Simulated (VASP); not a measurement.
C, 4 atoms in the cell. The structure is orthorhombic, space group Cmme (No. 67). Conventional cell: a = 2.456 Å, b = 4.254 Å, c = 7.173 Å, α = 90.00°, β = 90.00°, γ = 90.00°. C (site symmetry m) has 3 C at 1.42 Å within 1.9 Å. 

- Program: VASP 6.6.1
- Task: relaxation of cell and atoms
- Functional: PBE
- Potentials or basis: VASP PAW PBE potentials, release 64 (C_h)
- Cutoff: 1300 eV
- k mesh: 6 × 6 × 2
- Occupations: gaussian, width 0.1 eV
- Spin: no spin polarisation
- Dipole correction: no
- Further INCAR settings: ALGO = Normal; EDIFF = 1e-07; IBRION = 2; EDIFFG = -0.01; NSW = 80; ISIF = 3

Potentials or basis: VASP PAW PBE potentials, release 64 (C_h).

The run is started by

```sh
$ cat potpaw_PBE.64/C_h/POTCAR > POTCAR
$ mpirun -np 1 vasp_std > vasp.out
```

Hardware: 1 thread of Intel(R) Xeon(R) 6975P-C (Granite Rapids), with other jobs on the host.

How long does it take, and how much memory?

It took 3.4 min on 1 thread of Intel(R) Xeon(R) 6975P-C (Granite Rapids), with other jobs on the host, peak memory 0.27 GiB. Counts: scf iterations 117, k points 26, ion steps 17.
